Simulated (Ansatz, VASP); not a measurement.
# YbC: VASP beside Ansatz

```
Yb C
1.0
     3.02236    0.00000    0.00000
     0.00000    3.02236    0.00000
     0.00000    0.00000    3.02236
Yb C
1 1
Direct
  0.00000 0.00000 0.00000
  0.50000 0.50000 0.50000
```

Alike in both runs: task single point; functional r2SCAN; k mesh 12 × 12 × 12; occupations gaussian, width 0.05 eV; collinear spin.

```csv
,VASP,Ansatz
version,VASP 6.6.1,Ansatz 0.2.0
potentials or method,"VASP PAW PBE potentials, release 64 (Yb, C), cutoff 520 eV","scalar-relativistic, plane waves, PAW"
valence electrons in the cell,28,28
```

Ansatz gave:

| Property | Result |
| --- | --- |
| gap on the k mesh at the Fermi level (eV) | none |
| pressure (GPa) | 0.0 |
| net moment per atom (μB) | 0.09 |
| size of the moment on the site where the two differ most (μB) | 0.32 |

What did VASP give for the same quantities?

gap on the k mesh at the Fermi level (eV): none; pressure (GPa): 0.0; net moment per atom (μB): 0.00; size of the moment on the site where the two differ most (μB): 0.00.

VASP's potentials were made for PBE, not for r2SCAN. Site moments also hang on the region over which each program counts them. A gap of «none» marks a metal or a gap that the smearing closes. Ansatz's warnings: given moment on shells, stability check not made.

Neither program's run includes spin-orbit coupling.
